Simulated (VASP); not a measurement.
# MgO (Fm-3m) in VASP: single point with r2SCAN

Aim: the single point of MgO with r2SCAN.

All numbers are computed with VASP 6.6.1; they aren't measurements. Logs are shortened: lines on timing, memory, paths and dates and some standing lists are left out, and cuts for length are marked.

## (1) The cell of the first run

The structure is cubic, space group Fm-3m (No. 225). The conventional cell has a = 4.252 Å, b = 4.252 Å, c = 4.252 Å, α = 90.00°, β = 90.00°, γ = 90.00°. Within 2.8 Å of Mg (site symmetry m-3m) lie 6 O at 2.13 Å. Within 2.8 Å of O (site symmetry m-3m) lie 6 Mg at 2.13 Å.

## (2) Single point, r2SCAN (9.61 Å³/atom)

Input file POSCAR:

```
MgO
1.0
    0.0000000000      2.1258429397      2.1258429397
    2.1258429397      0.0000000000      2.1258429397
    2.1258429397      2.1258429397      0.0000000000
Mg O
1 1
Direct
    0.0000000000      0.0000000000      0.0000000000
    0.5000000000      0.5000000000      0.5000000000
```

Input file INCAR.step1:

```
PREC = Accurate ; ENCUT = 920
ISMEAR = 0 ; SIGMA = 0.01
LREAL = False ; LASPH = True
NELM = 120 ; NBANDS = 15
GGA = PE ; ALGO = Normal
EDIFF = 1E-5 ; LWAVE = True
LCHARG = False ; GGA_COMPAT = False
```

Input file INCAR.step2:

```
PREC = Accurate ; ENCUT = 920
EDIFF = 1E-6 ; ISMEAR = 0
SIGMA = 0.01 ; LREAL = False
LASPH = True ; NELM = 120
ALGO = Normal ; ISIF = 2
LWAVE = False ; LCHARG = True
METAGGA = R2SCAN ; LMIXTAU = True
LELF = True ; LVHAR = True
NBANDS = 15 ; ISTART = 1
GGA_COMPAT = False
```

Input file KPOINTS:

```
regular mesh
0
Gamma
  10 10 10
```

Potentials or basis: VASP PAW PBE potentials, release 64 (Mg_sv, O).

Run with:

```console
cat potpaw_PBE.64/Mg_sv/POTCAR potpaw_PBE.64/O/POTCAR > POTCAR
cp INCAR.step1 INCAR
mpirun -np 1 vasp_std > vasp.out
cp INCAR.step2 INCAR
mpirun -np 1 vasp_std > vasp.out
```

OUTCAR:

```text
PREC = Accurate
   ENCUT = 920
   EDIFF = 1E-6
   ISMEAR = 0
   LREAL = False
   LASPH = True
   NELM = 120
   ISIF = 2
   METAGGA = R2SCAN
   ISTART = 1

 ion  position               nearest neighbor table
   1  0.000  0.000  0.000-   2 2.13   2 2.13   2 2.13   2 2.13   2 2.13   2 2.13
   2  0.500  0.500  0.500-   1 2.13   1 2.13   1 2.13   1 2.13   1 2.13   1 2.13

  LATTYP: Found a face centered cubic cell.
 ALAT       =     4.2516858794

  Lattice vectors:

 A1 = (   0.0000000000,   2.1258429397,   2.1258429397)
 A2 = (   2.1258429397,   0.0000000000,   2.1258429397)
 A3 = (   2.1258429397,   2.1258429397,   0.0000000000)

Analysis of symmetry for initial positions (statically):
=====================================================================
 Subroutine PRICEL returns:
 Original cell was already a primitive cell.

 Routine SETGRP: Setting up the symmetry group for a
 face centered cubic supercell.

 Subroutine GETGRP returns: Found 48 space group operations
 (whereof 48 operations were pure point group operations)
 out of a pool of 48 trial point group operations.

The static configuration has the point symmetry O_h .

Analysis of symmetry for dynamics (positions and initial velocities):
=====================================================================
 Subroutine PRICEL returns:
 Original cell was already a primitive cell.

 Routine SETGRP: Setting up the symmetry group for a
 face centered cubic supercell.

 Subroutine GETGRP returns: Found 48 space group operations
 (whereof 48 operations were pure point group operations)
 out of a pool of 48 trial point group operations.

The dynamic configuration has the point symmetry O_h .

 Subroutine INISYM returns: Found 48 space group operations
 (whereof 48 operations are pure point group operations),
 and found     1 'primitive' translations

----------------------------------------------------------------------------------------

                                     Primitive cell

  volume of cell :      19.2143

  direct lattice vectors                    reciprocal lattice vectors
     0.000000000  2.125842940  2.125842940    -0.235200819  0.235200819  0.235200819
     2.125842940  0.000000000  2.125842940     0.235200819 -0.235200819  0.235200819
     2.125842940  2.125842940  0.000000000     0.235200819  0.235200819 -0.235200819

  length of vectors
     3.006395917  3.006395917  3.006395917     0.407379768  0.407379768  0.407379768

  position of ions in fractional coordinates (direct lattice)
     0.000000000  0.000000000  0.000000000
     0.500000000  0.500000000  0.500000000

  ion indices of the primitive-cell ions
   primitive index   ion index
                 1           1
                 2           2

----------------------------------------------------------------------------------------

 KPOINTS: regular mesh

Automatic generation of k-mesh.
 Grid dimensions read from file:
 generate k-points for:   10   10   10

 Generating k-lattice:

  Cartesian coordinates                     Fractional coordinates (reciprocal lattice)
    -0.023520082  0.023520082  0.023520082     0.100000000  0.000000000  0.000000000
     0.023520082 -0.023520082  0.023520082     0.000000000  0.100000000  0.000000000
     0.023520082  0.023520082 -0.023520082     0.000000000  0.000000000  0.100000000

  Length of vectors
     0.040737977  0.040737977  0.040737977

  Shift w.r.t. Gamma in fractional coordinates (k-lattice)
     0.000000000  0.000000000  0.000000000

 Subroutine IBZKPT returns following result:
 ===========================================

 Found     47 irreducible k-points:

 Following reciprocal coordinates:
            Coordinates               Weight
  0.000000  0.000000  0.000000      1.000000
  0.100000  0.000000  0.000000      8.000000
  0.200000  0.000000  0.000000      8.000000
  0.300000  0.000000  0.000000      8.000000
  0.400000  0.000000  0.000000      8.000000
  0.500000  0.000000  0.000000      4.000000
[... 16 lines left out ...]
  0.300000  0.300000  0.000000      6.000000
  0.400000  0.300000  0.000000     24.000000
 [... further k-points ...]
   k-points           NKPTS =     47   k-points in BZ     NKDIM =     47   number of bands    NBANDS=     15
   number of dos      NEDOS =    301   number of ions     NIONS =      2
   total plane-waves  NPLWV =  27000
   dimension x,y,z NGX =    30 NGY =   30 NGZ =   30
   dimension x,y,z NGXF=    60 NGYF=   60 NGZF=   60
   ions per type =               1   1
   NGX,Y,Z   is equivalent  to a cutoff of  16.59, 16.59, 16.59 a.u.
   NGXF,Y,Z  is equivalent  to a cutoff of  33.18, 33.18, 33.18 a.u.
 SYSTEM =  unknown system
   PREC   = accura    normal or accurate (medium, high low for compatibility)
   ISTART =      1    job   : 0-new  1-cont  2-samecut
   ICHARG =      0    charge: 1-file 2-atom 10-const
   ISPIN  =      1    spin polarized calculation?
   LNONCOLLINEAR =      F non collinear calculations
   LSORBIT =      F    spin-orbit coupling
   LASPH  =      T    aspherical Exc in radial PAW
   ENCUT  =  920.0 eV  67.62 Ry    8.22 a.u.   7.44  7.44  7.44*2*pi/ulx,y,z
   NELM   =    120;   NELMIN=  2; NELMDL=  0     # of ELM steps
   EDIFF  = 0.1E-05   stopping-criterion for ELM
   LREAL  =      F    real-space projection
   EDIFFG = 0.1E-04   stopping-criterion for IOM
   NSW    =      0    number of steps for IOM
   IBRION =     -1    ionic relax: 0-MD 1-quasi-New 2-CG
   NFREE  =      0    steps in history (QN), initial steepest desc. (CG)
   ISIF   =      2    stress and relaxation
   ISYM   =      2    0-nonsym 1-usesym 2-fastsym
   POTIM  = 0.5000    time-step for ionic-motion
   TEBEG  =    0.0;   TEEND  =   0.0 temperature during run
   PSTRESS=    0.0 pullay stress
   NELECT =      16.0000    total number of electrons
   NUPDOWN=      -1.0000    fix difference up-down
   EMIN   =  10.00;   EMAX   =-10.00  energy-range for DOS
   EFERMI =   0.00;   METHOD = LEGACY
   ISMEAR =     0;   SIGMA  =   0.01  broadening in eV -4-tet -1-fermi 0-gaus
   EFERMI_NEDOS =   21; number of points for ismear=-14 and -15
   IALGO  =     38    algorithm
   IMIX   =      4    mixing-type and parameters
     AMIX     =   0.40;   BMIX     =  1.00
     AMIX_MAG =   1.60;   BMIX_MAG =  1.00
  volume/ion in A,a.u.               =       9.61        64.83
  Fermi-wavevector in a.u.,A,eV,Ry     =   1.540188  2.910533 32.275443  2.372178
  Thomas-Fermi vector in A             =   2.646310
   LORBIT       =      0    0 simple, 1 ext, 2 COOP (PROOUT), +10 PAW based schemes
   METAGGA = R2SCAN    functional components
   LHFCALC =     F    Hartree Fock is set to
   AEXX    =    0.0000 exact exchange contribution
   IVDW    =     0    specifies the selected vdW correction
   LEPSILON=     F    determine dielectric tensor
   LRPA    =     F    only Hartree local field effects (RPA)
 non-spin polarized calculation
 Gauss-broadening in eV      SIGMA  =   0.01
  energy-cutoff  :      920.00
  volume of cell :       19.21
 maximum number of plane-waves:      1243
 NGX is ok and might be reduce to    30
   NGX = 15   NGY = 15   NGZ = 15

 number of electron      15.9999994 magnetization

 Free energy of the ion-electron system (eV)
  ---------------------------------------------------
  ext. energy  EPLUGINS =         0.00000000
  ---------------------------------------------------
  free energy    TOTEN  =       -16.14701982 eV

  energy without entropy =      -16.14701982  energy(sigma->0) =      -16.14701982

 E-fermi :   2.5494     XC(G=0): -11.8865

 val. band max:        2.3119673608   @ k =   0.0000   0.0000   0.0000
 cond. band min:       7.6789500621   @ k =   0.0000   0.0000   0.0000
 fundamental gap:      5.3669827014
 Fermi energy:         2.5493806154

 k-point     1 :       0.0000    0.0000    0.0000
  band No.  band energies     occupation
      1     -72.7667      2.00000
      2     -37.8552      2.00000
      3     -37.8552      2.00000
      4     -37.8552      2.00000
      5     -15.7356      2.00000
      6       2.3120      2.00000
      7       2.3120      2.00000
      8       2.3120      2.00000
      9       7.6790      0.00000
     10      19.0069      0.00000
     11      19.0069      0.00000
     12      19.0069      0.00000
     13      23.0308      0.00000
     14      24.8369      0.00000
     15      24.8369      0.00000

 k-point     2 :       0.1000    0.0000    0.0000
  band No.  band energies     occupation
      1     -72.7660      2.00000
      2     -37.8625      2.00000
      3     -37.8559      2.00000
      4     -37.8559      2.00000
      5     -15.6344      2.00000
      6       1.6941      2.00000
      7       2.2457      2.00000
      8       2.2457      2.00000
      9       8.2924      0.00000
     10      17.7658      0.00000
     11      19.2504      0.00000
     12      19.2504      0.00000
     13      24.1077      0.00000
     14      24.1077      0.00000
     15      24.6927      0.00000

 k-point     3 :       0.2000    0.0000    0.0000
  band No.  band energies     occupation
      1     -72.7642      2.00000
      2     -37.8815      2.00000
      3     -37.8578      2.00000
      4     -37.8578      2.00000
      5     -15.3577      2.00000
      6       0.4116      2.00000
      7       2.0776      2.00000
      8       2.0776      2.00000
      9       9.5054      0.00000
     10      16.2461      0.00000
     11      19.7423      0.00000
     12      19.7423      0.00000
     13      23.4071      0.00000
     14      23.4071      0.00000
     15      25.6982      0.00000

 k-point     4 :       0.3000    0.0000    0.0000
  band No.  band energies     occupation
      1     -72.7619      2.00000
      2     -37.9049      2.00000
      3     -37.8601      2.00000
      4     -37.8601      2.00000
      5     -14.9886      2.00000
      6      -0.8797      2.00000
      7       1.8793      2.00000
      8       1.8793      2.00000
      9      10.4932      0.00000
     10      15.5487      0.00000
     11      19.8620      0.00000
     12      19.8620      0.00000
     13      23.8688      0.00000
     14      23.8688      0.00000
     15      25.1183      0.00000
[... 307 lines left out ...]
 k-point    22 :      -0.2000    0.2000    0.0000
  band No.  band energies     occupation
      1     -72.7612      2.00000
      2     -37.9006      2.00000
      3     -37.8739      2.00000
      4     -37.8593      2.00000
      5     -14.8832      2.00000
      6      -0.6898      2.00000
      7       1.0221      2.00000
      8       1.8749      2.00000
      9      11.4477      0.00000
     10      15.0944      0.00000
     11      18.3555      0.00000
     12      21.0844      0.00000
     13      21.7184      0.00000
     14      24.7574      0.00000
     15      28.3184      0.00000

 k-point    23 :       0.3000    0.3000    0.0000
  band No.  band energies     occupation
      1     -72.7605      2.00000
      2     -37.8984      2.00000
      3     -37.8715      2.00000
      4     -37.8715      2.00000
      5     -14.8130      2.00000
      6      -0.7442      2.00000
      7       1.3926      2.00000
      8       1.3926      2.00000
      9      11.8851      0.00000
     10      13.6340      0.00000
     11      17.6966      0.00000
     12      21.2225      0.00000
     13      21.2225      0.00000
     14      27.5336      0.00000
     15      30.7715      0.00000

 k-point    24 :       0.4000    0.3000    0.0000
  band No.  band energies     occupation
      1     -72.7591      2.00000
      2     -37.9076      2.00000
      3     -37.8763      2.00000
      4     -37.8742      2.00000
      5     -14.5902      2.00000
      6      -1.1565      2.00000
      7       1.0410      2.00000
      8       1.2468      2.00000
      9      12.6636      0.00000
     10      13.3606      0.00000
     11      16.8510      0.00000
     12      21.4821      0.00000
     13      21.6929      0.00000
     14      28.3021      0.00000
     15      30.2886      0.00000

 [... further k-points ...]

------------------------ aborting loop because EDIFF is reached ----------------------------------------

  FORCE on cell =-STRESS in cart. coord.  units (eV):
  Direction    XX          YY          ZZ          XY          YZ          ZX
  --------------------------------------------------------------------------------------
  -------------------------------------------------------------------------------------
  Total       -0.5611428     -0.5611428     -0.5611428      0.0000000      0.0000000      0.0000000
  in kB      -46.7908025    -46.7908025    -46.7908025      0.0000000      0.0000000      0.0000000
  external PRESSURE =     -46.7908025 kB  Pullay stress =       0.0000000 kB

 VOLUME and BASIS-vectors are now :
 -----------------------------------------------------------------------------
  energy-cutoff  :      920.00
  volume of cell :       19.21
      direct lattice vectors                 reciprocal lattice vectors
     0.000000000  2.125842940  2.125842940    -0.235200819  0.235200819  0.235200819
     2.125842940  0.000000000  2.125842940     0.235200819 -0.235200819  0.235200819
     2.125842940  2.125842940  0.000000000     0.235200819  0.235200819 -0.235200819

 POSITION                                       TOTAL-FORCE (eV/Angst)
 -----------------------------------------------------------------------------------
      0.00000      0.00000      0.00000         0.000000      0.000000      0.000000
      2.12584      2.12584      2.12584        -0.000000     -0.000000     -0.000000
 -----------------------------------------------------------------------------------
    total drift:                                0.000000      0.000000      0.000000

  FREE ENERGIE OF THE ION-ELECTRON SYSTEM (eV)
  ---------------------------------------------------
  free  energy   TOTEN  =       -16.1470198152 eV

  energy  without entropy=      -16.1470198152  energy(sigma->0) =      -16.14701982
```

It took 95 s on 1 thread of Intel Xeon Platinum 8375C at 2.90GHz (Ice Lake), shared host; peak memory 0.18 GiB.

Results:

```yaml
Free_energy: -16.1470 eV
Pressure: -4.7 GPa
Band_gap_on_the_k_mesh: 5.37 eV
```

Caveat: the cell stands under tension; the PAW data sets were made with another functional, which shifts forces and pressure a little.
